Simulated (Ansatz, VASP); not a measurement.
**Two plane-wave programs on Fe**

```
Fe
1.0
    -1.44300    1.44300    1.44300
     1.44300   -1.44300    1.44300
     1.44300    1.44300   -1.44300
Fe
1
Direct
  0.00000 0.00000 0.00000
```

Alike in both runs: task single point; functional LDA; k mesh 22 × 22 × 22; occupations gaussian, width 0.05 eV; collinear spin.

|  | VASP | Ansatz |
| --- | --- | --- |
| version | VASP 6.6.1 | Ansatz 0.2.0 |
| potentials or method | VASP PAW LDA potentials, release 64 (Fe), cutoff 520 eV | scalar-relativistic, plane waves, PAW |
| valence electrons in the cell | 8 | 16 |

|  | VASP | Ansatz | Ansatz less VASP |
| --- | --- | --- | --- |
| gap on the k mesh at the Fermi level (eV) | none | none | - |
| pressure (GPa) | -26.2 | -25.6 | +0.66 |
| net moment per atom (μB) | 2.21 | 2.24 | +0.029 |
| size of the moment on the site where the two differ most (μB) | 2.19 | 2.26 | +0.068 |

LDA's correlation is that of Perdew and Zunger in VASP and of Perdew and Wang (1992) in Ansatz. Site moments also hang on the region over which each program counts them. A gap of «none» marks a metal or a gap that the smearing closes. VASP's potentials hold 8 valence electrons a cell and Ansatz's 16, so a difference there can come from the potentials and not from the codes.
